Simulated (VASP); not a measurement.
# Re (P6_3/mmc) in VASP: further runs

Runs on Re. Level: PBE. Tasks: single point.

Everything below comes from runs of VASP 6.6.1. Logs are shortened: lines on timing, memory, paths and dates and some standing lists are left out, and cuts for length are marked.

## 1. The cell of the first run

Symmetry: P6_3/mmc, No. 194, hexagonal system. Conventional cell: a = 2.797 Å, b = 2.797 Å, c = 4.517 Å, α = 90.00°, β = 90.00°, γ = 120.00°. Re (site symmetry -6m2) has 12 Re at 2.78 to 2.80 Å within 3.7 Å.

## 2. Single point, PBE

INCAR reads:

```
PREC = Accurate
ENCUT = 600
EDIFF = 1E-6
ISMEAR = 1
SIGMA = 0.1
LREAL = False
LASPH = True
NELM = 120
ALGO = Normal
ISIF = 2
LWAVE = False
LCHARG = False
GGA = PE
NBANDS = 14
GGA_COMPAT = False
```

KPOINTS reads:

```
Automatic mesh
0
Gamma
  10 10 5
```

POSCAR reads:

```
Re
1.0
    2.7971304821      0.0000000000      0.0000000000
   -1.3985652410      2.4223830818      0.0000000000
    0.0000000000      0.0000000000      4.5168672541
Re
2
Direct
    0.3333333333      0.6666666667      0.2500000000
    0.6666666667      0.3333333333      0.7500000000
```

Potentials or basis: VASP PAW PBE potentials, release 64 (Re).

The run is started by

```bash
> cat potpaw_PBE.64/Re/POTCAR > POTCAR
> mpirun -np 1 vasp_std > vasp.out
```

OUTCAR:

```text
PREC = Accurate
   ENCUT = 600
   EDIFF = 1E-6
   ISMEAR = 1
   LREAL = False
   LASPH = True
   NELM = 120
   ISIF = 2
   GGA = PE

 ion  position               nearest neighbor table
   1  0.333  0.667  0.250-   2 2.78   2 2.78   2 2.78   2 2.78   2 2.78   2 2.78
   2  0.667  0.333  0.750-   1 2.78   1 2.78   1 2.78   1 2.78   1 2.78   1 2.78

  LATTYP: Found a hexagonal cell.
 ALAT       =     2.7971304821
 C/A-ratio  =     1.6148217908

  Lattice vectors:

 A1 = (   2.7971304821,   0.0000000000,   0.0000000000)
 A2 = (  -1.3985652410,   2.4223830818,   0.0000000000)
 A3 = (   0.0000000000,   0.0000000000,   4.5168672541)

Analysis of symmetry for initial positions (statically):
=====================================================================
 Subroutine PRICEL returns:
 Original cell was already a primitive cell.

 Routine SETGRP: Setting up the symmetry group for a
 hexagonal supercell.

 Subroutine GETGRP returns: Found 24 space group operations
 (whereof 12 operations were pure point group operations)
 out of a pool of 24 trial point group operations.

The static configuration has the point symmetry D_3d.
 The point group associated with its full space group is D_6h.

Analysis of symmetry for dynamics (positions and initial velocities):
=====================================================================
 Subroutine PRICEL returns:
 Original cell was already a primitive cell.

 Routine SETGRP: Setting up the symmetry group for a
 hexagonal supercell.

 Subroutine GETGRP returns: Found 24 space group operations
 (whereof 12 operations were pure point group operations)
 out of a pool of 24 trial point group operations.

The dynamic configuration has the point symmetry D_3d.
 The point group associated with its full space group is D_6h.

 Subroutine INISYM returns: Found 24 space group operations
 (whereof 12 operations are pure point group operations),
 and found     1 'primitive' translations

----------------------------------------------------------------------------------------

                                     Primitive cell

  volume of cell :      30.6050

  direct lattice vectors                    reciprocal lattice vectors
     2.797130482  0.000000000  0.000000000     0.357509243  0.206408311  0.000000000
    -1.398565241  2.422383082  0.000000000     0.000000000  0.412816622  0.000000000
     0.000000000  0.000000000  4.516867254     0.000000000  0.000000000  0.221392382

  length of vectors
     2.797130482  2.797127907  4.516867254     0.412816242  0.412816622  0.221392382

  position of ions in fractional coordinates (direct lattice)
     0.333333333  0.666666667  0.250000000
     0.666666667  0.333333333  0.750000000

  ion indices of the primitive-cell ions
   primitive index   ion index
                 1           1
                 2           2

----------------------------------------------------------------------------------------

 KPOINTS: Automatic mesh

Automatic generation of k-mesh.
 Grid dimensions read from file:
 generate k-points for:   10   10    5

 Generating k-lattice:

  Cartesian coordinates                     Fractional coordinates (reciprocal lattice)
     0.035750924  0.020640831  0.000000000     0.100000000 -0.000000000  0.000000000
     0.000000000  0.041281662  0.000000000     0.000000000  0.100000000  0.000000000
     0.000000000  0.000000000  0.044278476     0.000000000  0.000000000  0.200000000

  Length of vectors
     0.041281624  0.041281662  0.044278476

  Shift w.r.t. Gamma in fractional coordinates (k-lattice)
     0.000000000  0.000000000  0.000000000

 Subroutine IBZKPT returns following result:
 ===========================================

 Found     42 irreducible k-points:

 Following reciprocal coordinates:
            Coordinates               Weight
  0.000000  0.000000  0.000000      1.000000
  0.100000 -0.000000  0.000000      6.000000
  0.200000 -0.000000  0.000000      6.000000
  0.300000  0.000000  0.000000      6.000000
  0.400000  0.000000  0.000000      6.000000
  0.500000 -0.000000  0.000000      3.000000
[... 16 lines left out ...]
  0.300000  0.100000  0.200000     24.000000
  0.400000  0.100000  0.200000     24.000000
 [... further k-points ...]
   k-points           NKPTS =     42   k-points in BZ     NKDIM =     42   number of bands    NBANDS=     14
   number of dos      NEDOS =    301   number of ions     NIONS =      2
   total plane-waves  NPLWV =  20736
   dimension x,y,z NGX =    24 NGY =   24 NGZ =   36
   dimension x,y,z NGXF=    48 NGYF=   48 NGZF=   72
   ions per type =               2
   NGX,Y,Z   is equivalent  to a cutoff of  14.26, 14.26, 13.25 a.u.
   NGXF,Y,Z  is equivalent  to a cutoff of  28.53, 28.53, 26.50 a.u.
 SYSTEM =  unknown system
   PREC   = accura    normal or accurate (medium, high low for compatibility)
   ISTART =      0    job   : 0-new  1-cont  2-samecut
   ICHARG =      2    charge: 1-file 2-atom 10-const
   ISPIN  =      1    spin polarized calculation?
   LNONCOLLINEAR =      F non collinear calculations
   LSORBIT =      F    spin-orbit coupling
   LASPH  =      T    aspherical Exc in radial PAW
   ENCUT  =  600.0 eV  44.10 Ry    6.64 a.u.   5.59  5.59  9.02*2*pi/ulx,y,z
   NELM   =    120;   NELMIN=  2; NELMDL= -5     # of ELM steps
   EDIFF  = 0.1E-05   stopping-criterion for ELM
   LREAL  =      F    real-space projection
   EDIFFG = 0.1E-04   stopping-criterion for IOM
   NSW    =      0    number of steps for IOM
   IBRION =     -1    ionic relax: 0-MD 1-quasi-New 2-CG
   NFREE  =      0    steps in history (QN), initial steepest desc. (CG)
   ISIF   =      2    stress and relaxation
   ISYM   =      2    0-nonsym 1-usesym 2-fastsym
   POTIM  = 0.5000    time-step for ionic-motion
   TEBEG  =    0.0;   TEEND  =   0.0 temperature during run
   PSTRESS=    0.0 pullay stress
   NELECT =      14.0000    total number of electrons
   NUPDOWN=      -1.0000    fix difference up-down
   EMIN   =  10.00;   EMAX   =-10.00  energy-range for DOS
   EFERMI =   0.00;   METHOD = LEGACY
   ISMEAR =     1;   SIGMA  =   0.10  broadening in eV -4-tet -1-fermi 0-gaus
   EFERMI_NEDOS =   21; number of points for ismear=-14 and -15
   IALGO  =     38    algorithm
   IMIX   =      4    mixing-type and parameters
     AMIX     =   0.40;   BMIX     =  1.00
     AMIX_MAG =   1.60;   BMIX_MAG =  1.00
  volume/ion in A,a.u.               =      15.30       103.27
  Fermi-wavevector in a.u.,A,eV,Ry     =   1.261401  2.383703 21.648676  1.591133
  Thomas-Fermi vector in A             =   2.394862
   LORBIT       =      0    0 simple, 1 ext, 2 COOP (PROOUT), +10 PAW based schemes
   GGA     = PE    functional components
   LHFCALC =     F    Hartree Fock is set to
   AEXX    =    0.0000 exact exchange contribution
   IVDW    =     0    specifies the selected vdW correction
   LEPSILON=     F    determine dielectric tensor
   LRPA    =     F    only Hartree local field effects (RPA)
 non-spin polarized calculation
 Methfessel and Paxton  Order N= 1 SIGMA  =   0.10
  energy-cutoff  :      600.00
  volume of cell :       30.61
 maximum number of plane-waves:      1044
 NGX is ok and might be reduce to    24
   NGX = 11   NGY = 11   NGZ = 19

 number of electron      14.0000000 magnetization

 Free energy of the ion-electron system (eV)
  ---------------------------------------------------
  ext. energy  EPLUGINS =         0.00000000
  ---------------------------------------------------
  free energy    TOTEN  =       -24.83779080 eV

  energy without entropy =      -24.83764819  energy(sigma->0) =      -24.83774326

 E-fermi :   7.3408     XC(G=0): -13.5132

 val. band max:        7.3135640169   @ k =   0.1000  -0.0000   0.0000
 cond. band min:       7.3431675325   @ k =   0.4000   0.0000   0.2000
 fundamental gap:      0.0296035156
 Fermi energy:         7.3408032533

 k-point     1 :       0.0000    0.0000    0.0000
  band No.  band energies     occupation
      1      -2.1881      2.00000
      2       1.0716      2.00000
      3       5.9258      2.00000
      4       5.9370      2.00000
      5       5.9370      2.00000
      6       6.7222      2.00000
      7       6.7222      2.00000
      8       7.5930     -0.00210
      9       7.5930     -0.00210
     10       7.9494     -0.00000
     11      10.5960      0.00000
     12      10.5960      0.00000
     13      16.9084      0.00000
     14      21.5013      0.00000

 k-point     2 :       0.1000   -0.0000    0.0000
  band No.  band energies     occupation
      1      -1.8013      2.00000
      2       1.4294      2.00000
      3       5.2666      2.00000
      4       6.2908      2.00000
      5       6.3886      2.00000
      6       6.5674      2.00000
      7       6.6467      2.00000
      8       7.0553      2.00041
      9       7.3136      1.44262
     10       7.4915     -0.05466
     11      10.7772      0.00000
     12      12.0401      0.00000
     13      16.8645      0.00000
     14      22.3217      0.00000

 k-point     3 :       0.2000   -0.0000    0.0000
  band No.  band energies     occupation
      1      -0.7495      2.00000
      2       2.2205      2.00000
      3       4.6127      2.00000
      4       4.9599      2.00000
      5       5.8768      2.00000
      6       6.7190      2.00000
      7       7.0406      2.00019
      8       7.3096      1.50111
      9       7.3795      0.39566
     10       8.0040     -0.00000
     11      11.1083      0.00000
     12      14.3889      0.00000
     13      16.6051      0.00000
     14      23.2235      0.00000
[... 324 lines left out ...]
 k-point    23 :       0.3000    0.1000    0.2000
  band No.  band energies     occupation
      1       1.3649      2.00000
      2       2.6487      2.00000
      3       3.2043      2.00000
      4       4.3533      2.00000
      5       5.6413      2.00000
      6       6.3068      2.00000
      7       6.6243      2.00000
      8       8.9523     -0.00000
      9      10.1350      0.00000
     10      10.3225      0.00000
     11      11.4371      0.00000
     12      14.7173      0.00000
     13      17.6523      0.00000
     14      20.7532      0.00000

 k-point    24 :       0.4000    0.1000    0.2000
  band No.  band energies     occupation
      1       1.5096      2.00000
      2       2.2697      2.00000
      3       3.4376      2.00000
      4       4.0430      2.00000
      5       5.5354      2.00000
      6       6.9590      2.00000
      7       7.2093      2.06868
      8      10.1155      0.00000
      9      10.6664      0.00000
     10      11.3087      0.00000
     11      12.5683      0.00000
     12      14.6168      0.00000
     13      16.9054      0.00000
     14      18.8680      0.00000

 [... further k-points ...]

------------------------ aborting loop because EDIFF is reached ----------------------------------------

  FORCE on cell =-STRESS in cart. coord.  units (eV):
  Direction    XX          YY          ZZ          XY          YZ          ZX
  --------------------------------------------------------------------------------------
  -------------------------------------------------------------------------------------
  Total       -1.6174949     -1.6174909     -1.8177673     -0.0000000      0.0000000      0.0000000
  in kB      -84.6760543    -84.6758464    -95.1603417     -0.0000000      0.0000000      0.0000000
  external PRESSURE =     -88.1707475 kB  Pullay stress =       0.0000000 kB

 VOLUME and BASIS-vectors are now :
 -----------------------------------------------------------------------------
  energy-cutoff  :      600.00
  volume of cell :       30.61
      direct lattice vectors                 reciprocal lattice vectors
     2.797130482  0.000000000  0.000000000     0.357509243  0.206408311  0.000000000
    -1.398565241  2.422383082  0.000000000     0.000000000  0.412816622  0.000000000
     0.000000000  0.000000000  4.516867254     0.000000000  0.000000000  0.221392382

 POSITION                                       TOTAL-FORCE (eV/Angst)
 -----------------------------------------------------------------------------------
     -0.00000      1.61492      1.12922         0.000000     -0.000000      0.000000
      1.39857      0.80746      3.38765        -0.000000      0.000000      0.000000
 -----------------------------------------------------------------------------------
    total drift:                               -0.000000      0.000000     -0.000000

  FREE ENERGIE OF THE ION-ELECTRON SYSTEM (eV)
  ---------------------------------------------------
  free  energy   TOTEN  =       -24.8377908028 eV

  energy  without entropy=      -24.8376481887  energy(sigma->0) =      -24.83774326
```

It took 14 s on 1 thread of Intel Xeon Platinum 8488C (Sapphire Rapids), shared host; peak memory 0.16 GiB.

What came out:

* Free energy: -24.8378 eV
* Pressure: -8.8 GPa
* Band gap on the k mesh: zero (bands 7 and 8 overlap by 2.67 eV)

Caveat: the cell stands under tension; spin-orbit coupling is left out, which moves the levels of the heavy elements.

(Part 1 of 2 ends here.)
